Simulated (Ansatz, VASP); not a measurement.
One calculation of KF, two programs

The input INCAR:

```
SYSTEM = KF
PREC = Accurate
ENCUT = 520
EDIFF = 1E-6
ISMEAR = -1
SIGMA = 0.1
LREAL = .False.
LASPH = .True.
NELM = 150
ALGO = Normal
ISIF = 2
LWAVE = .False.
LCHARG = .False.
LNONCOLLINEAR = .True.
MAGMOM = -0.036 0.113 0.308 0 0 0
LORBIT = 11
GGA = PE
NBANDS = 28
```

File KPOINTS:

```
regular mesh
0
Gamma
  6 6 6
  0 0 0
```

Contents of POSCAR:

```
KF
1.0
    3.1924270469      0.0000000000      0.0000000000
    0.0000000000      3.1924270469      0.0000000000
    0.0000000000      0.0000000000      3.1924270469
K F
1 1
Direct
    0.0000000000      0.0000000000      0.0000000000
    0.5000000000      0.5000000000      0.5000000000
```

Contents of input.yaml:

```yaml
crystal:
  lattice:
    - [3.1924270469, 0.0, 0.0]
    - [0.0, 3.1924270469, 0.0]
    - [0.0, 0.0, 3.1924270469]
  atoms:
    - { symbol: K, position: [0.0, 0.0, 0.0], spin: 0.33, spin_axis: [-0.109076, 0.342379, 0.933209] }
    - { symbol: F, position: [0.5, 0.5, 0.5] }
kpoints:
  mp_grid: { grid: [6, 6, 6] }
scf:
  occupations: { method: fermi_dirac, width: 0.1 }
hamiltonian:
  xc: pbe
  pseudopotentials: { kind: all_electron, lapw: { basis_error: 0.001 } }
magnetization:
  noncollinear: true
output:
  forces: true
  stress: true
  eigenvalues: true
```

Change from the starting cell: volume scaled by 0.94.

Alike in both runs: task single point; functional PBE; k mesh 6 × 6 × 6; occupations fermi-dirac, width 0.1 eV; non-collinear spin.

|  | VASP | Ansatz |
| --- | --- | --- |
| version | VASP 6.6.1 | Ansatz 0.2.0 |
| potentials or method | VASP PAW PBE potentials, release 64 (K_sv, F), cutoff 520 eV | all-electron LAPW, scalar-relativistic |

Ansatz gave:

| Quantity | Value |
| --- | --- |
| gap on the k mesh at the Fermi level (eV) | 6.71 |
| least direct gap on the mesh (eV) | 6.75 |
| pressure (GPa) | 2.4 |
| net moment per atom (μB) | 0.00 |

Question: What did VASP give for the same quantities?

Answer: gap on the k mesh at the Fermi level (eV): 6.70; least direct gap on the mesh (eV): 6.74; pressure (GPa): 2.4; net moment per atom (μB): 0.00.

Ansatz ran all-electron here, and VASP with PAW potentials.
